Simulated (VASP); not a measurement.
# In3GaSb2N2 (P6mm) in VASP: single point with PBE

Aim: the single point of In3GaSb2N2 with PBE.

Program: VASP 6.6.1. These are calculated values, not measurements. Logs are shortened: lines on timing, memory, paths and dates and some standing lists are left out, and cuts for length are marked.

### Step 1. The cell of the first run

The structure is hexagonal, space group P6mm (No. 183). The conventional cell has a = 4.804 Å, b = 4.804 Å, c = 10.785 Å, α = 90.00°, β = 90.00°, γ = 120.00°. In (site symmetry 6mm) has 6 N at 2.79 Å and 1 Ga at 2.84 Å within 3.7 Å. Within 2.9 Å of In (site symmetry 3m) lie 1 N at 2.17 Å and 3 In at 2.77 Å. Within 3.7 Å of Ga (site symmetry 6mm) lie 1 In at 2.84 Å and 6 Sb at 3.31 Å. Sb (site symmetry 3m) has 3 Sb at 2.77 Å and 3 Ga at 3.31 Å and 1 In at 3.68 Å within 3.7 Å. Within 2.9 Å of N (site symmetry 3m) lie 4 In at 2.17 to 2.79 Å and 3 N at 2.77 Å.

### Step 2. Single point, PBE

INCAR

```
PREC = Accurate
ENCUT = 520
EDIFF = 1E-7
ISMEAR = 0
SIGMA = 0.15
LREAL = False
LASPH = True
NELM = 60
ALGO = Normal
ISIF = 2
LWAVE = False
LCHARG = True
GGA = PE
LELF = True
LVHAR = True
NBANDS = 46
```

KPOINTS

```
Automatic mesh
0
Gamma
  3 3 2
```

POSCAR

```
In3GaSb2N2
1.0
    4.8039927437     -0.0000000029      0.0000000000
   -2.4019963693      4.1603797571      0.0000000000
    0.0000000000      0.0000000000     10.7848874073
In Ga Sb N
3 1 2 2
Direct
    0.0000000000      0.0000000000      0.0450131422
    0.3333333333      0.6666666667      0.8171162930
    0.6666666667      0.3333333333      0.8171162930
    0.0000000000      0.0000000000      0.3083173673
    0.3333333333      0.6666666667      0.4759928577
    0.6666666667      0.3333333333      0.4759928577
    0.3333333333      0.6666666667      0.0184028495
    0.6666666667      0.3333333333      0.0184028495
```

Potentials or basis: VASP PAW PBE potentials, release 64 (In_d, Ga_d, Sb, N).

Launch:

```sh
> cat potpaw_PBE.64/In_d/POTCAR potpaw_PBE.64/Ga_d/POTCAR potpaw_PBE.64/Sb/POTCAR potpaw_PBE.64/N/POTCAR > POTCAR
> mpirun -np 1 vasp_std > vasp.out
```

OUTCAR:

```text
PREC = Accurate
   ENCUT = 520
   EDIFF = 1E-7
   ISMEAR = 0
   LREAL = False
   LASPH = True
   NELM = 60
   ISIF = 2
   GGA = PE

 ion  position               nearest neighbor table
   1  0.000  0.000  0.045-   7 2.79   8 2.79   7 2.79   8 2.79   8 2.79   7 2.79   4 2.84   3 3.71
                             2 3.71   2 3.71   3 3.71   2 3.71   3 3.71
   2  0.333  0.667  0.817-   7 2.17   3 2.77   3 2.77   3 2.77   5 3.68   1 3.71   1 3.71   1 3.71

   3  0.667  0.333  0.817-   8 2.17   2 2.77   2 2.77   2 2.77   6 3.68   1 3.71   1 3.71   1 3.71

   4  0.000  0.000  0.308-   1 2.84   5 3.31   6 3.31   5 3.31   6 3.31   6 3.31   5 3.31
   5  0.333  0.667  0.476-   6 2.77   6 2.77   6 2.77   4 3.31   4 3.31   4 3.31   2 3.68
   6  0.667  0.333  0.476-   5 2.77   5 2.77   5 2.77   4 3.31   4 3.31   4 3.31   3 3.68
   7  0.333  0.667  0.018-   2 2.17   1 2.79   1 2.79   1 2.79
   8  0.667  0.333  0.018-   3 2.17   1 2.79   1 2.79   1 2.79

  LATTYP: Found a hexagonal cell.
 ALAT       =     4.8039927437
 C/A-ratio  =     2.2449841169

  Lattice vectors:

 A1 = (   4.8039927437,  -0.0000000029,   0.0000000000)
 A2 = (  -2.4019963693,   4.1603797571,   0.0000000000)
 A3 = (   0.0000000000,   0.0000000000,  10.7848874073)

Analysis of symmetry for initial positions (statically):
=====================================================================
 Subroutine PRICEL returns:
 Original cell was already a primitive cell.

 Routine SETGRP: Setting up the symmetry group for a
 hexagonal supercell.

 Subroutine GETGRP returns: Found 12 space group operations
 (whereof 12 operations were pure point group operations)
 out of a pool of 24 trial point group operations.

The static configuration has the point symmetry C_6v.

Analysis of symmetry for dynamics (positions and initial velocities):
=====================================================================
 Subroutine PRICEL returns:
 Original cell was already a primitive cell.

 Routine SETGRP: Setting up the symmetry group for a
 hexagonal supercell.

 Subroutine GETGRP returns: Found 12 space group operations
 (whereof 12 operations were pure point group operations)
 out of a pool of 24 trial point group operations.

The dynamic configuration has the point symmetry C_6v.

 Subroutine INISYM returns: Found 12 space group operations
 (whereof 12 operations are pure point group operations),
 and found     1 'primitive' translations

----------------------------------------------------------------------------------------

                                     Primitive cell

  volume of cell :     215.5514

  direct lattice vectors                    reciprocal lattice vectors
     4.803992744 -0.000000003  0.000000000     0.208160181  0.120181337  0.000000000
    -2.401996369  4.160379757  0.000000000     0.000000000  0.240362673  0.000000000
     0.000000000  0.000000000 10.784887407     0.000000000  0.000000000  0.092722340

  length of vectors
     4.803992744  4.803992744 10.784887407     0.240362673  0.240362673  0.092722340

  position of ions in fractional coordinates (direct lattice)
     0.000000000  0.000000000  0.045013142
     0.333333333  0.666666667  0.817116293
     0.666666667  0.333333333  0.817116293
     0.000000000  0.000000000  0.308317367
     0.333333333  0.666666667  0.475992858
     0.666666667  0.333333333  0.475992858
     0.333333333  0.666666667  0.018402849
     0.666666667  0.333333333  0.018402849

  ion indices of the primitive-cell ions
   primitive index   ion index
                 1           1
                 2           2
                 3           3
                 4           4
                 5           5
                 6           6
                 7           7
                 8           8

----------------------------------------------------------------------------------------

 KPOINTS: Automatic mesh

Automatic generation of k-mesh.
 Grid dimensions read from file:
 generate k-points for:    3    3    2

 Generating k-lattice:

  Cartesian coordinates                     Fractional coordinates (reciprocal lattice)
     0.069386727  0.040060446  0.000000000     0.333333333  0.000000000  0.000000000
     0.000000000  0.080120891  0.000000000     0.000000000  0.333333333  0.000000000
     0.000000000  0.000000000  0.046361170     0.000000000  0.000000000  0.500000000

  Length of vectors
     0.080120891  0.080120891  0.046361170

  Shift w.r.t. Gamma in fractional coordinates (k-lattice)
     0.000000000  0.000000000  0.000000000

 Subroutine IBZKPT returns following result:
 ===========================================

 Found      6 irreducible k-points:

 Following reciprocal coordinates:
            Coordinates               Weight
  0.000000  0.000000  0.000000      1.000000
  0.333333 -0.000000  0.000000      6.000000
  0.333333  0.333333  0.000000      2.000000
  0.000000  0.000000  0.500000      1.000000
  0.333333 -0.000000  0.500000      6.000000
  0.333333  0.333333  0.500000      2.000000
   k-points           NKPTS =      6   k-points in BZ     NKDIM =      6   number of bands    NBANDS=     46
   number of dos      NEDOS =    301   number of ions     NIONS =      8
   total plane-waves  NPLWV = 103680
   dimension x,y,z NGX =    36 NGY =   36 NGZ =   80
   dimension x,y,z NGXF=    72 NGYF=   72 NGZF=  160
   ions per type =               3   1   2   2
   NGX,Y,Z   is equivalent  to a cutoff of  12.46, 12.46, 12.33 a.u.
   NGXF,Y,Z  is equivalent  to a cutoff of  24.92, 24.92, 24.66 a.u.
 SYSTEM =  unknown system
   PREC   = accura    normal or accurate (medium, high low for compatibility)
   ISTART =      0    job   : 0-new  1-cont  2-samecut
   ICHARG =      2    charge: 1-file 2-atom 10-const
   ISPIN  =      1    spin polarized calculation?
   LNONCOLLINEAR =      F non collinear calculations
   LSORBIT =      F    spin-orbit coupling
   LASPH  =      T    aspherical Exc in radial PAW
   ENCUT  =  520.0 eV  38.22 Ry    6.18 a.u.   8.93  8.93 20.05*2*pi/ulx,y,z
   NELM   =     60;   NELMIN=  2; NELMDL= -5     # of ELM steps
   EDIFF  = 0.1E-06   stopping-criterion for ELM
   LREAL  =      F    real-space projection
   EDIFFG = 0.1E-05   stopping-criterion for IOM
   NSW    =      0    number of steps for IOM
   IBRION =     -1    ionic relax: 0-MD 1-quasi-New 2-CG
   NFREE  =      0    steps in history (QN), initial steepest desc. (CG)
   ISIF   =      2    stress and relaxation
   ISYM   =      2    0-nonsym 1-usesym 2-fastsym
   POTIM  = 0.5000    time-step for ionic-motion
   TEBEG  =    0.0;   TEEND  =   0.0 temperature during run
   PSTRESS=    0.0 pullay stress
   NELECT =      72.0000    total number of electrons
   NUPDOWN=      -1.0000    fix difference up-down
   EMIN   =  10.00;   EMAX   =-10.00  energy-range for DOS
   EFERMI =   0.00;   METHOD = LEGACY
   ISMEAR =     0;   SIGMA  =   0.15  broadening in eV -4-tet -1-fermi 0-gaus
   EFERMI_NEDOS =   21; number of points for ismear=-14 and -15
   IALGO  =     38    algorithm
   IMIX   =      4    mixing-type and parameters
     AMIX     =   0.40;   BMIX     =  1.00
     AMIX_MAG =   1.60;   BMIX_MAG =  1.00
  volume/ion in A,a.u.               =      26.94       181.83
  Fermi-wavevector in a.u.,A,eV,Ry     =   1.135888  2.146516 17.554789  1.290241
  Thomas-Fermi vector in A             =   2.272593
   LORBIT       =      0    0 simple, 1 ext, 2 COOP (PROOUT), +10 PAW based schemes
   GGA     = PE    functional components
   LHFCALC =     F    Hartree Fock is set to
   AEXX    =    0.0000 exact exchange contribution
   IVDW    =     0    specifies the selected vdW correction
   LEPSILON=     F    determine dielectric tensor
   LRPA    =     F    only Hartree local field effects (RPA)
 non-spin polarized calculation
 Gauss-broadening in eV      SIGMA  =   0.15
  energy-cutoff  :      520.00
  volume of cell :      215.55
 maximum number of plane-waves:      5859
 NGX is ok and might be reduce to    36
   NGX = 17   NGY = 17   NGZ = 41

 number of electron      71.9999974 magnetization

 Free energy of the ion-electron system (eV)
  ---------------------------------------------------
  ext. energy  EPLUGINS =         0.00000000
  ---------------------------------------------------
  free energy    TOTEN  =       -26.93855756 eV

  energy without entropy =      -26.82630436  energy(sigma->0) =      -26.88243096

 E-fermi :   4.6669     XC(G=0):  -8.9805

 val. band max:        4.6499155386   @ k =   0.3333   0.3333   0.0000
 cond. band min:       4.7148614823   @ k =   0.3333  -0.0000   0.0000
 fundamental gap:      0.0649459436
 Fermi energy:         4.6669491234

 k-point     1 :       0.0000    0.0000    0.0000
  band No.  band energies     occupation
      1     -10.5999      2.00000
      2     -10.5167      2.00000
      3     -10.5050      2.00000
      4     -10.5050      2.00000
      5     -10.4952      2.00000
      6     -10.4952      2.00000
[... 38 lines left out ...]
     45       8.2154      0.00000
     46       8.4743      0.00000

 k-point     2 :       0.3333   -0.0000    0.0000
  band No.  band energies     occupation
      1     -10.5492      2.00000
      2     -10.5193      2.00000
      3     -10.5064      2.00000
      4     -10.5055      2.00000
      5     -10.5021      2.00000
      6     -10.5013      2.00000
[... 38 lines left out ...]
     45       8.1224      0.00000
     46       8.5246      0.00000

 k-point     3 :       0.3333    0.3333    0.0000
  band No.  band energies     occupation
      1     -10.6662      2.00000
      2     -10.5179      2.00000
      3     -10.5053      2.00000
      4     -10.5053      2.00000
      5     -10.4988      2.00000
      6     -10.4988      2.00000
[... 38 lines left out ...]
     45       9.3089      0.00000
     46       9.3089      0.00000

 k-point     4 :       0.0000    0.0000    0.5000
  band No.  band energies     occupation
      1     -10.6000      2.00000
      2     -10.5164      2.00000
      3     -10.5050      2.00000
      4     -10.5050      2.00000
      5     -10.4952      2.00000
      6     -10.4952      2.00000
[... 38 lines left out ...]
     45       8.2398      0.00000
     46       8.2398      0.00000

 k-point     5 :       0.3333   -0.0000    0.5000
  band No.  band energies     occupation
      1     -10.5493      2.00000
      2     -10.5193      2.00000
      3     -10.5064      2.00000
      4     -10.5055      2.00000
      5     -10.5021      2.00000
      6     -10.5012      2.00000
[... 38 lines left out ...]
     45       8.7533      0.00000
     46       9.2404      0.00000

 k-point     6 :       0.3333    0.3333    0.5000
  band No.  band energies     occupation
      1     -10.6662      2.00000
      2     -10.5179      2.00000
      3     -10.5052      2.00000
      4     -10.5052      2.00000
      5     -10.4989      2.00000
      6     -10.4989      2.00000
[... 38 lines left out ...]
     45       9.5322      0.00000
     46       9.7986      0.00000

------------------------ aborting loop because EDIFF is reached ----------------------------------------

  FORCE on cell =-STRESS in cart. coord.  units (eV):
  Direction    XX          YY          ZZ          XY          YZ          ZX
  --------------------------------------------------------------------------------------
  -------------------------------------------------------------------------------------
  Total        0.1260847      0.1260847      0.5079806      0.0000000      0.0000000      0.0000000
  in kB        0.9371779      0.9371779      3.7757808      0.0000000      0.0000000      0.0000000
  external PRESSURE =       1.8833789 kB  Pullay stress =       0.0000000 kB

 VOLUME and BASIS-vectors are now :
 -----------------------------------------------------------------------------
  energy-cutoff  :      520.00
  volume of cell :      215.55
      direct lattice vectors                 reciprocal lattice vectors
     4.803992744 -0.000000003  0.000000000     0.208160181  0.120181337  0.000000000
    -2.401996369  4.160379757  0.000000000     0.000000000  0.240362673  0.000000000
     0.000000000  0.000000000 10.784887407     0.000000000  0.000000000  0.092722340

 POSITION                                       TOTAL-FORCE (eV/Angst)
 -----------------------------------------------------------------------------------
      0.00000      0.00000      0.48546         0.000000     -0.000000     -0.018243
      0.00000      2.77359      8.81251        -0.000000     -0.000000     -0.042157
      2.40200      1.38679      8.81251        -0.000000     -0.000000     -0.042157
      0.00000      0.00000      3.32517        -0.000000     -0.000000     -0.009946
      0.00000      2.77359      5.13353         0.000000      0.000000      0.003212
      2.40200      1.38679      5.13353         0.000000     -0.000000      0.003212
      0.00000      2.77359      0.19847         0.000000     -0.000000      0.053039
      2.40200      1.38679      0.19847         0.000000      0.000000      0.053039
 -----------------------------------------------------------------------------------
    total drift:                                0.000000      0.000000      0.000176

  FREE ENERGIE OF THE ION-ELECTRON SYSTEM (eV)
  ---------------------------------------------------
  free  energy   TOTEN  =       -26.9385575628 eV

  energy  without entropy=      -26.8263043561  energy(sigma->0) =      -26.88243096
```

Run time: 90 s. Hardware: 1 thread of Intel Xeon Platinum 8259CL at 2.50GHz (Skylake/Cascade Lake), shared host; peak memory 0.34 GiB.

What came out:

```yaml
Free_energy: -26.9386 eV
Pressure: 0.2 GPa
Largest_force: 0.053 eV/Å
Band_gap_on_the_k_mesh: zero (band 36 reaches 4.74 eV, above the bottom of band 37 at 4.24 eV)
```

Forces on the atoms (eV/Å):
```
In   0.000  0.000 -0.018
In   0.000  0.000 -0.042
In   0.000  0.000 -0.042
Ga   0.000  0.000 -0.010
Sb   0.000  0.000  0.003
Sb   0.000  0.000  0.003
N    0.000  0.000  0.053
N    0.000  0.000  0.053
```

Levels at points of the mesh, in eV from the Fermi level:
| k point | band 32 | band 33 | band 34 | band 35 | band 36 | band 37 | band 38 | band 39 | band 40 | band 41 |
| --- | --- | --- | --- | --- | --- | --- | --- | --- | --- | --- |
| (0.00, 0.00, 0.00) | -2.05 | -1.49 | -1.10 | -1.10 | -1.09 | -0.41 | -0.41 | 1.14 | 1.17 | 1.28 |
| (0.00, 0.00, 0.50) | -2.32 | -1.48 | -1.09 | -1.09 | -0.95 | -0.43 | -0.43 | 1.11 | 1.16 | 1.29 |

Caveat: the k points lie up to 0.50 Å⁻¹ apart; spin-orbit coupling is left out, which moves the levels of the heavy elements.
